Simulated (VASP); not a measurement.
# MgO (Fm-3m) in VASP: a series of runs

The runs below take MgO through single point, relaxation of volume and atoms at fixed shape, with r2SCAN.

Everything below comes from runs of VASP 6.6.1. Logs are shortened: lines on timing, memory, paths and dates and some standing lists are left out, and cuts for length are marked.

## 1. The cell of the first run

Symmetry: Fm-3m, No. 225, cubic system. Conventional cell: a = 4.204 Å, b = 4.204 Å, c = 4.204 Å, α = 90.00°, β = 90.00°, γ = 90.00°. Within 2.8 Å of Mg (site symmetry m-3m) lie 6 O at 2.10 Å. Within 2.8 Å of O (site symmetry m-3m) lie 6 Mg at 2.10 Å.

## 2. Single point, r2SCAN

POSCAR

```
MgO
1.0
    4.2044343321      0.0000000000      0.0000000000
    0.0000000000      4.2044343321      0.0000000000
    0.0000000000      0.0000000000      4.2044343321
Mg O
4 4
Direct
    0.0000000000      0.0000000000      0.0000000000
    0.0000000000      0.5000000000      0.5000000000
    0.5000000000      0.0000000000      0.5000000000
    0.5000000000      0.5000000000      0.0000000000
    0.5000000000      0.0000000000      0.0000000000
    0.5000000000      0.5000000000      0.5000000000
    0.0000000000      0.0000000000      0.5000000000
    0.0000000000      0.5000000000      0.0000000000
```

INCAR.step1

```
SYSTEM = MgO
PREC = Accurate
ENCUT = 520
ISMEAR = 1
SIGMA = 0.1
LREAL = .FALSE.
LASPH = .TRUE.
NELM = 80
NBANDS = 26
GGA = PE
ALGO = Normal
EDIFF = 1E-4
LWAVE = .TRUE.
LCHARG = .FALSE.
```

INCAR.step2

```
SYSTEM = MgO
PREC = Accurate
ENCUT = 520
EDIFF = 1E-6
ISMEAR = 1
SIGMA = 0.1
LREAL = .FALSE.
LASPH = .TRUE.
NELM = 80
ALGO = Normal
ISIF = 2
LWAVE = .FALSE.
LCHARG = .FALSE.
METAGGA = R2SCAN
LMIXTAU = .TRUE.
NBANDS = 26
ISTART = 1
```

KPOINTS

```
regular mesh
0
G
  8 8 8
  0 0 0
```

Potentials or basis: VASP PAW PBE potentials, release 64 (Mg, O).

Started as:

```bash
> cat potpaw_PBE.64/Mg/POTCAR potpaw_PBE.64/O/POTCAR > POTCAR
> cp INCAR.step1 INCAR
> mpirun -np 1 vasp_std > vasp.out
> cp INCAR.step2 INCAR
> mpirun -np 1 vasp_std > vasp.out
```

OUTCAR:

```text
SYSTEM = MgO
   PREC = Accurate
   ENCUT = 520
   EDIFF = 1E-6
   ISMEAR = 1
   LREAL = .FALSE.
   LASPH = .TRUE.
   NELM = 80
   ISIF = 2
   METAGGA = R2SCAN
   ISTART = 1

 ion  position               nearest neighbor table
   1  0.000  0.000  0.000-   5 2.10   7 2.10   8 2.10   7 2.10   8 2.10   5 2.10   2 2.97   3 2.97
                             2 2.97   2 2.97   4 2.97   3 2.97   2 2.97   3 2.97   4 2.97   4 2.97
   2  0.000  0.500  0.500-   6 2.10   7 2.10   8 2.10   8 2.10   7 2.10   6 2.10   1 2.97   4 2.97
                             1 2.97   1 2.97   3 2.97   3 2.97   1 2.97   3 2.97   4 2.97   4 2.97
   3  0.500  0.000  0.500-   5 2.10   6 2.10   7 2.10   5 2.10   6 2.10   7 2.10   1 2.97   4 2.97
                             1 2.97   2 2.97   4 2.97   2 2.97   4 2.97   1 2.97   2 2.97   4 2.97
   4  0.500  0.500  0.000-   5 2.10   6 2.10   8 2.10   6 2.10   5 2.10   8 2.10   2 2.97   3 2.97
                             1 2.97   1 2.97   3 2.97   2 2.97   3 2.97   1 2.97   2 2.97   3 2.97
   5  0.500  0.000  0.000-   1 2.10   3 2.10   4 2.10   3 2.10   4 2.10   1 2.10
   6  0.500  0.500  0.500-   2 2.10   3 2.10   4 2.10   4 2.10   3 2.10   2 2.10
   7  0.000  0.000  0.500-   1 2.10   2 2.10   3 2.10   1 2.10   2 2.10   3 2.10
   8  0.000  0.500  0.000-   1 2.10   2 2.10   4 2.10   2 2.10   1 2.10   4 2.10

  LATTYP: Found a simple cubic cell.
 ALAT       =     4.2044343321

  Lattice vectors:

 A1 = (   4.2044343321,   0.0000000000,   0.0000000000)
 A2 = (   0.0000000000,   4.2044343321,   0.0000000000)
 A3 = (   0.0000000000,   0.0000000000,   4.2044343321)

Analysis of symmetry for initial positions (statically):
=====================================================================
 Subroutine PRICEL returns following result:

  LATTYP: Found a face centered cubic cell.
 ALAT       =     4.2044343321

  Lattice vectors:

 A1 = (   2.1022171660,  -2.1022171660,   0.0000000000)
 A2 = (   2.1022171660,   0.0000000000,   2.1022171660)
 A3 = (   0.0000000000,  -2.1022171660,   2.1022171660)

   4 primitive cells build up your supercell.

 Routine SETGRP: Setting up the symmetry group for a
 simple cubic supercell.

 Subroutine GETGRP returns: Found 48 space group operations
 (whereof 48 operations were pure point group operations)
 out of a pool of 48 trial point group operations.

The static configuration has the point symmetry O_h .

Analysis of symmetry for dynamics (positions and initial velocities):
=====================================================================
 Subroutine PRICEL returns following result:

  LATTYP: Found a face centered cubic cell.
 ALAT       =     4.2044343321

  Lattice vectors:

 A1 = (   2.1022171660,  -2.1022171660,   0.0000000000)
 A2 = (   2.1022171660,   0.0000000000,   2.1022171660)
 A3 = (   0.0000000000,  -2.1022171660,   2.1022171660)

   4 primitive cells build up your supercell.

 Routine SETGRP: Setting up the symmetry group for a
 simple cubic supercell.

 Subroutine GETGRP returns: Found 48 space group operations
 (whereof 48 operations were pure point group operations)
 out of a pool of 48 trial point group operations.

The dynamic configuration has the point symmetry O_h .

 Subroutine INISYM returns: Found 48 space group operations
 (whereof 48 operations are pure point group operations),
 and found     4 'primitive' translations

----------------------------------------------------------------------------------------

                                     Primitive cell

  volume of cell :      18.5807

  direct lattice vectors                    reciprocal lattice vectors
     2.102217166 -2.102217166  0.000000000     0.237844124 -0.237844124 -0.237844124
     2.102217166  0.000000000  2.102217166     0.237844124  0.237844124  0.237844124
     0.000000000 -2.102217166  2.102217166    -0.237844124 -0.237844124  0.237844124

  length of vectors
     2.972984027  2.972984027  2.972984027     0.411958107  0.411958107  0.411958107

  position of ions in fractional coordinates (direct lattice)
     0.000000000  0.000000000  0.000000000
     0.500000000  0.500000000  0.500000000

  ion indices of the primitive-cell ions
   primitive index   ion index
                 1           1
                 2           5

----------------------------------------------------------------------------------------

 KPOINTS: regular mesh

Automatic generation of k-mesh.
 Grid dimensions read from file:
 generate k-points for:    8    8    8

 Generating k-lattice:

  Cartesian coordinates                     Fractional coordinates (reciprocal lattice)
     0.029730515  0.000000000  0.000000000     0.125000000  0.000000000  0.000000000
     0.000000000  0.029730515  0.000000000     0.000000000  0.125000000  0.000000000
     0.000000000  0.000000000  0.029730515     0.000000000  0.000000000  0.125000000

  Length of vectors
     0.029730515  0.029730515  0.029730515

  Shift w.r.t. Gamma in fractional coordinates (k-lattice)
     0.000000000  0.000000000  0.000000000

 Subroutine IBZKPT returns following result:
 ===========================================

 Found     35 irreducible k-points:

 Following reciprocal coordinates:
            Coordinates               Weight
  0.000000  0.000000  0.000000      1.000000
  0.125000  0.000000  0.000000      6.000000
  0.250000  0.000000  0.000000      6.000000
  0.375000  0.000000  0.000000      6.000000
  0.500000  0.000000  0.000000      3.000000
  0.125000  0.125000  0.000000     12.000000
[... 16 lines left out ...]
  0.375000  0.375000  0.125000     24.000000
  0.500000  0.375000  0.125000     24.000000
 [... further k-points ...]
   k-points           NKPTS =     35   k-points in BZ     NKDIM =     35   number of bands    NBANDS=     26
   number of dos      NEDOS =    301   number of ions     NIONS =      8
   total plane-waves  NPLWV =  32768
   dimension x,y,z NGX =    32 NGY =   32 NGZ =   32
   dimension x,y,z NGXF=    64 NGYF=   64 NGZF=   64
   ions per type =               4   4
   NGX,Y,Z   is equivalent  to a cutoff of  12.65, 12.65, 12.65 a.u.
   NGXF,Y,Z  is equivalent  to a cutoff of  25.31, 25.31, 25.31 a.u.
 SYSTEM =  MgO
   PREC   = accura    normal or accurate (medium, high low for compatibility)
   ISTART =      1    job   : 0-new  1-cont  2-samecut
   ICHARG =      0    charge: 1-file 2-atom 10-const
   ISPIN  =      1    spin polarized calculation?
   LNONCOLLINEAR =      F non collinear calculations
   LSORBIT =      F    spin-orbit coupling
   LASPH  =      T    aspherical Exc in radial PAW
   ENCUT  =  520.0 eV  38.22 Ry    6.18 a.u.   7.82  7.82  7.82*2*pi/ulx,y,z
   NELM   =     80;   NELMIN=  2; NELMDL=  0     # of ELM steps
   EDIFF  = 0.1E-05   stopping-criterion for ELM
   LREAL  =      F    real-space projection
   EDIFFG = 0.1E-04   stopping-criterion for IOM
   NSW    =      0    number of steps for IOM
   IBRION =     -1    ionic relax: 0-MD 1-quasi-New 2-CG
   NFREE  =      0    steps in history (QN), initial steepest desc. (CG)
   ISIF   =      2    stress and relaxation
   ISYM   =      2    0-nonsym 1-usesym 2-fastsym
   POTIM  = 0.5000    time-step for ionic-motion
   TEBEG  =    0.0;   TEEND  =   0.0 temperature during run
   PSTRESS=    0.0 pullay stress
   NELECT =      32.0000    total number of electrons
   NUPDOWN=      -1.0000    fix difference up-down
   EMIN   =  10.00;   EMAX   =-10.00  energy-range for DOS
   EFERMI =   0.00;   METHOD = LEGACY
   ISMEAR =     1;   SIGMA  =   0.10  broadening in eV -4-tet -1-fermi 0-gaus
   EFERMI_NEDOS =   21; number of points for ismear=-14 and -15
   IALGO  =     38    algorithm
   IMIX   =      4    mixing-type and parameters
     AMIX     =   0.40;   BMIX     =  1.00
     AMIX_MAG =   1.60;   BMIX_MAG =  1.00
  volume/ion in A,a.u.               =       9.29        62.69
  Fermi-wavevector in a.u.,A,eV,Ry     =   1.236186  2.336053 20.791831  1.528157
  Thomas-Fermi vector in A             =   2.370805
   LORBIT       =      0    0 simple, 1 ext, 2 COOP (PROOUT), +10 PAW based schemes
   METAGGA = R2SCAN    functional components
   LHFCALC =     F    Hartree Fock is set to
   AEXX    =    0.0000 exact exchange contribution
   IVDW    =     0    specifies the selected vdW correction
   LEPSILON=     F    determine dielectric tensor
   LRPA    =     F    only Hartree local field effects (RPA)
 non-spin polarized calculation
 Methfessel and Paxton  Order N= 1 SIGMA  =   0.10
  energy-cutoff  :      520.00
  volume of cell :       74.32
 maximum number of plane-waves:      2021
 NGX is ok and might be reduce to    32
   NGX = 15   NGY = 15   NGZ = 15

 number of electron      31.9999992 magnetization

 Free energy of the ion-electron system (eV)
  ---------------------------------------------------
  ext. energy  EPLUGINS =         0.00000000
  ---------------------------------------------------
  free energy    TOTEN  =       -64.64543051 eV

  energy without entropy =      -64.64637555  energy(sigma->0) =      -64.64574552

 E-fermi :   2.8416     XC(G=0): -11.6221

 val. band max:        2.8170478226   @ k =   0.0000   0.0000   0.0000
 cond. band min:       8.4755032762   @ k =   0.0000   0.0000   0.0000
 fundamental gap:      5.6584554536
 Fermi energy:         2.8416154405

 k-point     1 :       0.0000    0.0000    0.0000
  band No.  band energies     occupation
      1     -15.4115      2.00000
      2     -13.8983      2.00000
      3     -13.8983      2.00000
      4     -13.8983      2.00000
      5      -1.3065      2.00000
      6      -1.3065      2.00000
[... 18 lines left out ...]
     25      17.1662      0.00000
     26      17.1662      0.00000

 k-point     2 :       0.1250    0.0000    0.0000
  band No.  band energies     occupation
      1     -15.3564      2.00000
      2     -13.9579      2.00000
      3     -13.8907      2.00000
      4     -13.8907      2.00000
      5      -1.2295      2.00000
      6      -1.2295      2.00000
[... 18 lines left out ...]
     25      17.0720      0.00000
     26      17.1806      0.00000

 k-point     3 :       0.2500    0.0000    0.0000
  band No.  band energies     occupation
      1     -15.1980      2.00000
      2     -14.1273      2.00000
      3     -13.8725      2.00000
      4     -13.8725      2.00000
      5      -1.0025      2.00000
      6      -1.0025      2.00000
[... 18 lines left out ...]
     25      16.7811      0.00000
     26      17.4517      0.00000

 k-point     4 :       0.3750    0.0000    0.0000
  band No.  band energies     occupation
      1     -14.9580      2.00000
      2     -14.3785      2.00000
      3     -13.8541      2.00000
      4     -13.8541      2.00000
      5      -0.6389      2.00000
      6      -0.6389      2.00000
[... 18 lines left out ...]
     25      16.2749      0.00000
     26      16.2749      0.00000
[... 496 lines left out ...]
      1     -14.5030      2.00000
      2     -14.5030      2.00000
      3     -13.9591      2.00000
      4     -13.9591      2.00000
      5      -0.8530      2.00000
      6      -0.8530      2.00000
[... 18 lines left out ...]
     25      16.9830      0.00000
     26      16.9830      0.00000

 k-point    23 :       0.3750    0.3750    0.1250
  band No.  band energies     occupation
      1     -14.5698      2.00000
      2     -14.1649      2.00000
      3     -14.1649      2.00000
      4     -13.9865      2.00000
      5      -0.9515      2.00000
      6      -0.9025      2.00000
[... 18 lines left out ...]
     25      17.1741      0.00000
     26      17.9614      0.00000

 k-point    24 :       0.5000    0.3750    0.1250
  band No.  band energies     occupation
      1     -14.3637      2.00000
      2     -14.3637      2.00000
      3     -14.0676      2.00000
      4     -14.0676      2.00000
      5      -0.9911      2.00000
      6      -0.9911      2.00000
[... 18 lines left out ...]
     25      17.6321      0.00000
     26      17.6321      0.00000

 [... further k-points ...]

------------------------ aborting loop because EDIFF is reached ----------------------------------------

  FORCE on cell =-STRESS in cart. coord.  units (eV):
  Direction    XX          YY          ZZ          XY          YZ          ZX
  --------------------------------------------------------------------------------------
  -------------------------------------------------------------------------------------
  Total       -0.5474825     -0.5474825     -0.5474825     -0.0000000     -0.0000000      0.0000000
  in kB      -11.8020683    -11.8020683    -11.8020683     -0.0000000     -0.0000000      0.0000000
  external PRESSURE =     -11.8020683 kB  Pullay stress =       0.0000000 kB

 VOLUME and BASIS-vectors are now :
 -----------------------------------------------------------------------------
  energy-cutoff  :      520.00
  volume of cell :       74.32
      direct lattice vectors                 reciprocal lattice vectors
     4.204434332  0.000000000  0.000000000     0.237844124  0.000000000  0.000000000
     0.000000000  4.204434332  0.000000000     0.000000000  0.237844124  0.000000000
     0.000000000  0.000000000  4.204434332     0.000000000  0.000000000  0.237844124

 POSITION                                       TOTAL-FORCE (eV/Angst)
 -----------------------------------------------------------------------------------
      0.00000      0.00000      0.00000        -0.000000      0.000000      0.000000
      0.00000      2.10222      2.10222         0.000000     -0.000000      0.000000
      2.10222      0.00000      2.10222        -0.000000     -0.000000     -0.000000
      2.10222      2.10222      0.00000        -0.000000      0.000000     -0.000000
      2.10222      0.00000      0.00000         0.000000      0.000000      0.000000
      2.10222      2.10222      2.10222        -0.000000     -0.000000     -0.000000
      0.00000      0.00000      2.10222         0.000000      0.000000      0.000000
      0.00000      2.10222      0.00000        -0.000000     -0.000000      0.000000
 -----------------------------------------------------------------------------------
    total drift:                                0.000000      0.000000     -0.000000

  FREE ENERGIE OF THE ION-ELECTRON SYSTEM (eV)
  ---------------------------------------------------
  free  energy   TOTEN  =       -64.6454305069 eV

  energy  without entropy=      -64.6463755464  energy(sigma->0) =      -64.64574552
```

Wall time 3.8 min (1 thread of Intel Xeon Platinum 8175M at 2.50GHz (Skylake/Cascade Lake), shared host); peak memory 0.2 GiB.

What came out:

| Quantity | Value |
| --- | --- |
| Free energy | -64.6454 eV |
| Pressure | -1.2 GPa |
| Band gap on the k mesh | 5.66 eV |

Levels at points of the mesh, in eV from the valence-band top:
```csv
k point,band 14,band 15,band 16,band 17,band 18,band 19
"(0.00, 0.00, 0.00)",0.00,0.00,0.00,5.66,10.04,10.04
"(0.50, 0.00, 0.00)",-0.75,-0.75,-0.75,9.07,9.07,12.14
"(0.50, 0.50, 0.00)",-0.68,-0.68,-0.68,10.50,10.50,10.50
"(0.50, 0.50, 0.50)",-0.68,-0.68,-0.68,8.83,8.83,8.83
```

Caveat: the PAW data sets were made with another functional, which shifts forces and pressure a little. A k mesh can miss the band edges.

## 3. Relaxation of volume and atoms at fixed shape, r2SCAN

This run uses another cell than the first one, of 9.33 Å³/atom.

POSCAR, as its differences from that of step 2:

```diff
@@ -2,5 +2,5 @@
 1.0
-    4.2044343321      0.0000000000      0.0000000000
-    0.0000000000      4.2044343321      0.0000000000
-    0.0000000000      0.0000000000      4.2044343321
+    4.2100000000      0.0000000000      0.0000000000
+    0.0000000000      4.2100000000      0.0000000000
+    0.0000000000      0.0000000000      4.2100000000
 Mg O
```

INCAR.step1

```
SYSTEM = MgO
ALGO = Normal
EDIFF = 1E-4
ENCUT = 600
GGA = PE
ISMEAR = 1
LASPH = .TRUE.
LCHARG = .FALSE.
LREAL = .FALSE.
LWAVE = .TRUE.
NELM = 80
PREC = Accurate
SIGMA = 0.1
```

INCAR.step2

```
SYSTEM = MgO
ALGO = Normal
EDIFF = 1E-7
EDIFFG = -0.01
ENCUT = 600
IBRION = 2
ISIF = 8
ISMEAR = 1
ISTART = 1
LASPH = .TRUE.
LCHARG = .FALSE.
LMIXTAU = .TRUE.
LREAL = .FALSE.
LWAVE = .FALSE.
METAGGA = R2SCAN
NELM = 80
NSW = 80
PREC = Accurate
SIGMA = 0.1
```

KPOINTS

```
k-points
0
G
  8 8 8
  0 0 0
```

Potentials or basis: VASP PAW PBE potentials, release 64 (Mg, O).

Started as:

```bash
> cat potpaw_PBE.64/Mg/POTCAR potpaw_PBE.64/O/POTCAR > POTCAR
> cp INCAR.step1 INCAR
> mpirun -np 1 vasp_std > vasp.out
> cp INCAR.step2 INCAR
> mpirun -np 1 vasp_std > vasp.out
```

Wall time 11 min (1 thread of Intel Xeon Platinum 8175M at 2.50GHz (Skylake/Cascade Lake), shared host); peak memory 0.26 GiB.

It converged, with:

| Quantity | Value |
| --- | --- |
| Free energy | -64.6615 eV |
| Relaxed volume | 9.21 Å³/atom |
| Relaxed cell | a = 4.193 Å, b = 4.193 Å, c = 4.193 Å, α = 90.00°, β = 90.00°, γ = 90.00° |
| Space group after relaxing (to 0.1 Å) | Fm-3m (No. 225) |
| Energy gained by relaxing | 0.7 meV/atom |
| Ionic steps | 3 |
| Pressure after relaxing | 0.0 GPa |
| Band gap on the k mesh | 5.75 eV |

Step by step:
| step | energy change (eV) | largest force (eV/Å) | pressure (GPa) | volume (Å³) |
| --- | --- | --- | --- | --- |
| 1 | 0.0000 | 0.0000 | -2.02 | 74.62 |
| 2 | -0.0048 | 0.0000 | 0.84 | 73.36 |
| 3 | -0.0058 | 0.0000 | 0.01 | 73.71 |

Final structure:
```cif
data_structure
_symmetry_space_group_name_H-M 'P 1'
_symmetry_Int_Tables_number 1
_cell_length_a 4.1929
_cell_length_b 4.1929
_cell_length_c 4.1929
_cell_angle_alpha 90.000
_cell_angle_beta 90.000
_cell_angle_gamma 90.000
_cell_volume 73.71
loop_
_atom_site_label
_atom_site_type_symbol
_atom_site_fract_x
_atom_site_fract_y
_atom_site_fract_z
_atom_site_occupancy
Mg1 Mg 0.00000 0.00000 0.00000 1
Mg2 Mg 0.00000 0.50000 0.50000 1
Mg3 Mg 0.50000 0.00000 0.50000 1
Mg4 Mg 0.50000 0.50000 0.00000 1
O1 O 0.50000 0.00000 0.00000 1
O2 O 0.50000 0.50000 0.50000 1
O3 O 0.00000 0.00000 0.50000 1
O4 O 0.00000 0.50000 0.00000 1
```

Levels at points of the mesh, in eV from the valence-band top:
```csv
k point,band 14,band 15,band 16,band 17,band 18,band 19
"(0.00, 0.00, 0.00)",0.00,0.00,0.00,5.75,10.05,10.05
"(0.50, 0.00, 0.00)",-0.76,-0.76,-0.76,9.16,9.16,12.17
"(0.50, 0.50, 0.00)",-0.69,-0.69,-0.69,10.59,10.59,10.59
"(0.50, 0.50, 0.50)",-0.69,-0.69,-0.69,8.89,8.89,8.89
```

Caveat: the PAW data sets were made with another functional, which shifts forces and pressure a little.
